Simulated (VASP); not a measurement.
# SrO (Cm) in VASP: single point with LDA

Aim: the single point of SrO with LDA.

Everything below comes from runs of VASP 6.6.1. Logs are shortened: lines on timing, memory, paths and dates and some standing lists are left out, and cuts for length are marked.

## Step 1: The cell of the first run

The structure is monoclinic, space group Cm (No. 8). The conventional cell has a = 5.140 Å, b = 5.140 Å, c = 3.634 Å, α = 90.00°, β = 135.00°, γ = 90.00°. Sr (site symmetry m) has 6 O at 2.27 to 2.87 Å within 3.0 Å. Within 3.0 Å of O (site symmetry m) lie 6 Sr at 2.27 to 2.87 Å.

## Step 2: Single point, LDA (atom 1 (Sr) moved by (-0.300, -0.150) A along x and y)

Contents of INCAR:

```
SYSTEM = SrO
PREC = Accurate
ENCUT = 600
EDIFF = 1E-6
ISMEAR = 0
SIGMA = 0.05
LREAL = .False.
LASPH = .True.
NELM = 120
ALGO = Normal
ISIF = 2
LWAVE = .False.
LCHARG = .False.
GGA = CA
NBANDS = 15
GGA_COMPAT = .False.
```

Contents of KPOINTS:

```
regular mesh
0
Gamma
  8 8 8
  0 0 0
```

Contents of POSCAR:

```
SrO
1.0
    0.0000000000      2.5698000000      2.5698000000
    2.5698000000      0.0000000000      2.5698000000
    2.5698000000      2.5698000000      0.0000000000
Sr O
1 1
Direct
    0.0291851506     -0.0291851506     -0.0875554518
    0.5000000000      0.5000000000      0.5000000000
```

Potentials or basis: VASP PAW LDA potentials, release 64 (Sr_sv, O).

Run with:

```console
cat potpaw_LDA.64/Sr_sv/POTCAR potpaw_LDA.64/O/POTCAR > POTCAR
mpirun -np 1 vasp_std > vasp.out
```

OUTCAR:

```text
SYSTEM = SrO
   PREC = Accurate
   ENCUT = 600
   EDIFF = 1E-6
   ISMEAR = 0
   LREAL = .False.
   LASPH = .True.
   NELM = 120
   ISIF = 2
   GGA = CA

 ion  position               nearest neighbor table
   1  0.029  0.971  0.912-   2 2.27   2 2.44   2 2.59   2 2.59   2 2.74   2 2.87
   2  0.500  0.500  0.500-   1 2.27   1 2.44   1 2.59   1 2.59   1 2.74   1 2.87

  LATTYP: Found a face centered cubic cell.
 ALAT       =     5.1396000000

  Lattice vectors:

 A1 = (   0.0000000000,   2.5698000000,   2.5698000000)
 A2 = (   2.5698000000,   0.0000000000,   2.5698000000)
 A3 = (   2.5698000000,   2.5698000000,   0.0000000000)

Analysis of symmetry for initial positions (statically):
=====================================================================
 Subroutine PRICEL returns:
 Original cell was already a primitive cell.

 Routine SETGRP: Setting up the symmetry group for a
 face centered cubic supercell.

 Subroutine GETGRP returns: Found  2 space group operations
 (whereof  2 operations were pure point group operations)
 out of a pool of 48 trial point group operations.

The static configuration has the point symmetry C_1h.

Analysis of symmetry for dynamics (positions and initial velocities):
=====================================================================
 Subroutine PRICEL returns:
 Original cell was already a primitive cell.

 Routine SETGRP: Setting up the symmetry group for a
 face centered cubic supercell.

 Subroutine GETGRP returns: Found  2 space group operations
 (whereof  2 operations were pure point group operations)
 out of a pool of 48 trial point group operations.

The dynamic configuration has the point symmetry C_1h.

 Subroutine INISYM returns: Found  2 space group operations
 (whereof  2 operations are pure point group operations),
 and found     1 'primitive' translations

----------------------------------------------------------------------------------------

                                     Primitive cell

  volume of cell :      33.9413

  direct lattice vectors                    reciprocal lattice vectors
     0.000000000  2.569800000  2.569800000    -0.194567671  0.194567671  0.194567671
     2.569800000  0.000000000  2.569800000     0.194567671 -0.194567671  0.194567671
     2.569800000  2.569800000  0.000000000     0.194567671  0.194567671 -0.194567671

  length of vectors
     3.634246013  3.634246013  3.634246013     0.337001091  0.337001091  0.337001091

  position of ions in fractional coordinates (direct lattice)
     0.029185151  0.970814849  0.912444548
     0.500000000  0.500000000  0.500000000

  ion indices of the primitive-cell ions
   primitive index   ion index
                 1           1
                 2           2

[... 88 lines left out ...]
   IALGO  =     38    algorithm
   IMIX   =      4    mixing-type and parameters
     AMIX     =   0.40;   BMIX     =  1.00
     AMIX_MAG =   1.60;   BMIX_MAG =  1.00
  volume/ion in A,a.u.               =      16.97       114.52
  Fermi-wavevector in a.u.,A,eV,Ry     =   1.274106  2.407711 22.086959  1.623346
  Thomas-Fermi vector in A             =   2.406892
   LORBIT       =      0    0 simple, 1 ext, 2 COOP (PROOUT), +10 PAW based schemes
   GGA     = CA    functional components
   LHFCALC =     F    Hartree Fock is set to
   AEXX    =    0.0000 exact exchange contribution
   IVDW    =     0    specifies the selected vdW correction
   LEPSILON=     F    determine dielectric tensor
   LRPA    =     F    only Hartree local field effects (RPA)
 non-spin polarized calculation
 Gauss-broadening in eV      SIGMA  =   0.05
  energy-cutoff  :      600.00
  volume of cell :       33.94
 maximum number of plane-waves:      1158
 NGX is ok and might be reduce to    30
   NGX = 15   NGY = 15   NGZ = 15

 number of electron      15.9999997 magnetization

 Free energy of the ion-electron system (eV)
  ---------------------------------------------------
  ext. energy  EPLUGINS =         0.00000000
  ---------------------------------------------------
  free energy    TOTEN  =       -13.23367435 eV

  energy without entropy =      -13.23367435  energy(sigma->0) =      -13.23367435

 E-fermi :   1.5366     XC(G=0): -10.5072

 val. band max:        1.2453106849   @ k =   0.5000   0.0000   0.5000
 cond. band min:       4.6360527008   @ k =   0.0000   0.5000   0.5000
 fundamental gap:      3.3907420159
 Fermi energy:         1.5365779367

 k-point     1 :       0.0000    0.0000    0.0000
  band No.  band energies     occupation
      1     -30.6613      2.00000
      2     -13.7528      2.00000
      3     -12.3977      2.00000
      4     -12.3820      2.00000
      5     -12.1328      2.00000
      6       1.0171      2.00000
      7       1.0305      2.00000
      8       1.1206      2.00000
      9       5.0648      0.00000
     10       7.4828      0.00000
     11       7.9200      0.00000
     12       7.9315      0.00000
     13       9.8357      0.00000
     14      10.3018      0.00000
[... 401 lines left out ...]
      2     -14.8951      2.00000
      3     -12.6164      2.00000
      4     -12.5370      2.00000
      5     -11.2407      2.00000
      6      -0.3801      2.00000
      7       0.3858      2.00000
      8       0.7666      2.00000
      9       6.7944      0.00000
     10       8.0982      0.00000
     11       9.2889      0.00000
     12       9.9556      0.00000
     13      12.0470      0.00000
     14      12.6864      0.00000
     15      17.1041      0.00000

 [... further k-points ...]

------------------------ aborting loop because EDIFF is reached ----------------------------------------

  FORCE on cell =-STRESS in cart. coord.  units (eV):
  Direction    XX          YY          ZZ          XY          YZ          ZX
  --------------------------------------------------------------------------------------
  -------------------------------------------------------------------------------------
  Total        1.2520263     -0.4453374     -0.9630460     -0.1727599      0.0000000      0.0000000
  in kB       59.1011694    -21.0218914    -45.4600202     -8.1550282      0.0000000      0.0000000
  external PRESSURE =      -2.4602474 kB  Pullay stress =       0.0000000 kB

 VOLUME and BASIS-vectors are now :
 -----------------------------------------------------------------------------
  energy-cutoff  :      600.00
  volume of cell :       33.94
      direct lattice vectors                 reciprocal lattice vectors
     0.000000000  2.569800000  2.569800000    -0.194567671  0.194567671  0.194567671
     2.569800000  0.000000000  2.569800000     0.194567671 -0.194567671  0.194567671
     2.569800000  2.569800000  0.000000000     0.194567671  0.194567671 -0.194567671

 POSITION                                       TOTAL-FORCE (eV/Angst)
 -----------------------------------------------------------------------------------
      4.83960      2.41980      2.56980         1.034250      0.282825      0.000000
      2.56980      2.56980      2.56980        -1.034250     -0.282825      0.000000
 -----------------------------------------------------------------------------------
    total drift:                                0.000011      0.000061     -0.000000

  FREE ENERGIE OF THE ION-ELECTRON SYSTEM (eV)
  ---------------------------------------------------
  free  energy   TOTEN  =       -13.2336743492 eV

  energy  without entropy=      -13.2336743492  energy(sigma->0) =      -13.23367435
```

OSZICAR:

```text
N       E                     dE             d eps       ncg     rms          rms(c)
DAV:   1     0.710555999514E+02    0.71056E+02   -0.86512E+03  4508   0.113E+03
DAV:   2    -0.115848133770E+02   -0.82640E+02   -0.76604E+02  6163   0.237E+02
DAV:   3    -0.154546507616E+02   -0.38698E+01   -0.38488E+01  6840   0.448E+01
DAV:   4    -0.155140472073E+02   -0.59396E-01   -0.59391E-01  5336   0.525E+00
DAV:   5    -0.155148940697E+02   -0.84686E-03   -0.84686E-03  6057   0.446E-01    0.202E+01
DAV:   6    -0.134698681367E+02    0.20450E+01   -0.67737E+00  4584   0.205E+01    0.222E+01
DAV:   7    -0.132806523496E+02    0.18922E+00   -0.39173E-01  5172   0.561E+00    0.120E+01
DAV:   8    -0.132327334439E+02    0.47919E-01   -0.13426E-01  6096   0.332E+00    0.138E+00
DAV:   9    -0.132337147177E+02   -0.98127E-03   -0.56572E-03  6995   0.491E-01    0.347E-01
DAV:  10    -0.132336535699E+02    0.61148E-04   -0.22853E-04  5130   0.156E-01    0.133E-01
DAV:  11    -0.132336729592E+02   -0.19389E-04   -0.38989E-05  5704   0.586E-02    0.200E-02
DAV:  12    -0.132336744198E+02   -0.14606E-05   -0.27781E-06  5255   0.168E-02    0.504E-03
DAV:  13    -0.132336743492E+02    0.70647E-07   -0.28211E-07  2481   0.566E-03
   1 F= -.13233674E+02 E0= -.13233674E+02  d E =-.284639E-18
```

Wall time 1.9 min (1 thread of Intel Xeon Platinum 8488C (Sapphire Rapids), shared host); peak memory 0.22 GiB.

What came out:

```
Free energy            : -13.2337 eV
Pressure               : -0.2 GPa
Largest force          : 1.072 eV/Å
Band gap on the k mesh : 3.39 eV (least direct gap 3.43 eV)
```

Forces in eV/Å, atoms in the order of the input:
```
Sr   1.034  0.283  0.000
O   -1.034 -0.283  0.000
```

Stress tensor (GPa, compression positive):
```
 5.91 -0.82  0.00
-0.82 -2.10  0.00
 0.00  0.00 -4.55
```

Caveat: the cell differs from its parent crystal (atom 1 (Sr) moved by (-0.300, -0.150) A along x and y); forces of over 1 eV/Å act on the atoms, so gaps and moduli don't describe the material at rest.
